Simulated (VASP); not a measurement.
Crystal: Tm3F.

```
Tm F
1.0
     3.19032    0.00000    0.00000
     0.00000    4.46032    0.00000
     0.00000    0.00000    6.25202
Tm F
3 1
Cartesian
  0.0000 0.0000 3.1260
  1.5952 2.2302 4.7136
  1.5952 2.2302 1.5385
  0.0000 0.0000 0.0000
```

The cell was generated, and may not be a known phase.

- Program: VASP 6.6.1
- Task: relaxation of cell and atoms
- Functional: PBE
- Potentials or basis: VASP PAW PBE potentials, release 64 (Tm_3, F), 4f in core
- Cutoff: 600 eV
- k mesh: 6 × 4 × 4
- Occupations: gaussian, width 0.1 eV
- Spin: no spin polarisation

At the start: pressure 7.4 GPa; volume 22.24 Å³/atom.

**Question.** How do energy, volume and symmetry change on relaxing?

**Answer.** Over 28 steps the energy falls by 475.7 meV/atom and the volume is 23.43 Å³/atom (+5.4 %); space group Pmmm (No. 47, to 0.1 Å) before, P4/mmm (No. 123, to 0.1 Å).

Step by step:
```
step  energy change (eV)  largest force (eV/Å)  pressure (GPa)  volume (Å³)
   1              0.0000                0.4541            7.43        88.97
   2             -0.4057                0.2237            0.41       102.85
   3             -0.4155                0.3480           -1.01       106.89
   4             -0.4167                0.3223           -0.71       105.98
   5             -0.4933                0.1516           -0.59       105.90
   6             -0.6085                0.3788           -0.06       105.19
   7             -0.5069                1.1833            1.62       101.55
   8             -0.6315                0.6398            0.28       104.61
   9             -0.7006                0.6148           -0.18       104.96
  10             -0.8046                0.6835           -1.16       105.23
  11             -0.8947                0.7583           -1.03       104.20
  12             -1.0939                0.9252           -0.38       100.45
  13             -0.4021                0.4486            1.10        90.18
  14             -1.1447                0.9584           -0.42        99.39
  15             -1.0662                0.7288            0.21        95.12
  16             -1.1691                0.9544           -0.27        98.10
  17             -1.3020                0.8158           -0.51        97.33
  18             -1.4779                0.4821           -0.98        95.60
  19             -1.3216                0.0440           -1.31        91.39
  20             -1.5098                0.3075           -1.19        94.70
  21             -1.6514                0.3008           -0.74        93.94
  22             -1.8603                0.2197            1.11        91.38
  23             -1.8693                0.1912            1.64        90.68
  24             -1.8691                0.1839            1.77        90.50
  25             -1.8882                0.1196            0.85        92.01
  26             -1.8981                0.0364           -0.36        94.14
  27             -1.9013                0.0291           -0.18        93.96
  28             -1.9026                0.0204            0.03        93.73
```

Final structure:
```
CELL_PARAMETERS angstrom
3.32960 0.00000 0.00000
0.00000 3.33670 0.00000
0.00000 0.00000 8.43674
ATOMIC_POSITIONS crystal
Tm 0.00000 0.00000 0.50000
Tm 0.50000 0.50000 0.79151
Tm 0.50000 0.50000 0.20849
F 0.00000 0.00000 0.00000
```

Caveat: a cell axis changed by over 15 % at a fixed basis, so the end point is rough; the run has no spin polarisation, though such a crystal can be magnetic.
